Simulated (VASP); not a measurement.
Write the native input for VASP 6.6.1 that does the following.

```yaml
Task: single point
Functional: PBEsol
Potentials_or_basis: VASP PAW PBE potentials, release 64 (Sc_sv, Al)
Cutoff: 520 eV
k_mesh: 12 × 12 × 12
Occupations: gaussian, width 0.15 eV
Spin: no spin polarisation
Dipole_correction: no
Further_INCAR_settings: ALGO = Fast; EDIFF = 1e-07; NBANDS = 26
```

The structure of Sc3Al lies in POSCAR:

```
Sc3Al
1.0
    4.3747949987      0.0000000000      0.0000000000
    0.0000000000      4.3747949987      0.0000000000
    0.0000000000      0.0000000000      4.3747949987
Sc Al
3 1
Direct
    0.5000000000     -0.0228582139      0.5000000000
    0.0000000000      0.5106586582      0.5000000000
    0.5000000000      0.5106586582      0.0000000000
    0.0000000000      0.0025674016      0.0000000000
```

This cell differs from its parent crystal: atoms displaced along a vibrational mode.

One way to write it, as run:

INCAR

```
PREC = Accurate
ENCUT = 520
EDIFF = 1E-7
ISMEAR = 0
SIGMA = 0.15
LREAL = False
LASPH = True
NELM = 100
ALGO = Fast
ISIF = 2
LWAVE = False
LCHARG = False
GGA = PS
NBANDS = 26
```

KPOINTS

```
regular mesh
0
Gamma
  12 12 12
```

Potentials or basis: VASP PAW PBE potentials, release 64 (Sc_sv, Al).

Run with:

```bash
$ cat potpaw_PBE.64/Sc_sv/POTCAR potpaw_PBE.64/Al/POTCAR > POTCAR
$ mpirun -np 1 vasp_std > vasp.out
```

It gave:

- Pressure: 0.3 GPa
- Largest force: 1.054 eV/Å
- Band gap on the k mesh: zero (bands 18 and 19 overlap by 1.32 eV)

Caveat: the cell differs from its parent crystal (atoms displaced along a vibrational mode); the PAW data sets were made with another functional, which shifts forces and pressure a little.

It took 4.2 min on 1 thread of Intel(R) Xeon(R) 6975P-C (Granite Rapids), with other jobs on the host, peak memory 0.47 GiB.
